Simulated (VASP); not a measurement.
Na3Se2:

```
CELL_PARAMETERS angstrom
1.93322 1.11614 8.96145
-1.93322 1.11614 8.96145
0.00000 -2.23229 8.96145
ATOMIC_POSITIONS crystal
Na 0.00000 0.00000 0.00000
Na 0.20950 0.20950 0.20950
Na 0.79050 0.79050 0.79050
Se 0.40000 0.40000 0.40000
Se 0.60000 0.60000 0.60000
```

| Item | Value |
| --- | --- |
| Program | VASP 6.6.1 |
| Task | relaxation of cell and atoms |
| Functional | PBE |
| Potentials or basis | VASP PAW PBE potentials, release 64 (Na_pv, Se) |
| Cutoff | 600 eV |
| k mesh | 6 × 6 × 6 |
| Occupations | gaussian, width 0.1 eV |
| Spin | no spin polarisation |

At the start: pressure 5.2 GPa; volume 23.20 Å³/atom.

Where does the relaxation end?

Over 18 steps the energy falls by 268.9 meV/atom and the volume is 25.30 Å³/atom (+9.0 %); space group R-3m (No. 166, to 0.1 Å) before and after.

Step by step:
| step | energy change (eV) | largest force (eV/Å) | pressure (GPa) | volume (Å³) |
| --- | --- | --- | --- | --- |
| 1 | 0.0000 | 0.5496 | 5.17 | 116.02 |
| 2 | -0.3534 | 0.5213 | 1.62 | 129.01 |
| 3 | -0.4597 | 0.5530 | -0.36 | 140.50 |
| 4 | -0.4648 | 0.5768 | -0.69 | 143.35 |
| 5 | -0.5586 | 0.4141 | -0.48 | 143.25 |
| 6 | -0.6723 | 0.1061 | 0.09 | 142.70 |
| 7 | -0.8531 | 0.1702 | 0.57 | 140.25 |
| 8 | -1.1275 | 1.1019 | 0.64 | 129.42 |
| 9 | -1.0709 | 0.1010 | -0.04 | 137.85 |
| 10 | -1.2571 | 0.1257 | -0.33 | 134.15 |
| 11 | -1.2795 | 0.3473 | -0.22 | 131.92 |
| 12 | -1.2801 | 0.2066 | -0.32 | 132.96 |
| 13 | -1.3121 | 0.3415 | -0.10 | 127.94 |
| 14 | -1.3170 | 0.2947 | -0.20 | 129.25 |
| 15 | -1.3416 | 0.0768 | 0.30 | 125.24 |
| 16 | -1.3417 | 0.0562 | 0.36 | 124.87 |
| 17 | -1.3400 | 0.0660 | -0.49 | 128.61 |
| 18 | -1.3444 | 0.0272 | -0.01 | 126.49 |

Final structure:
```
Na Se
1.0
     2.42507    1.40012    6.20887
    -2.42507    1.40012    6.20887
     0.00000   -2.80023    6.20887
Na Se
3 2
Direct
  0.00000 0.00000 0.00000
  0.22915 0.22915 0.22915
  0.77085 0.77085 0.77085
  0.41539 0.41539 0.41539
  0.58461 0.58461 0.58461
```

Caveat: a cell axis changed by over 15 % at a fixed basis, so the end point is rough.
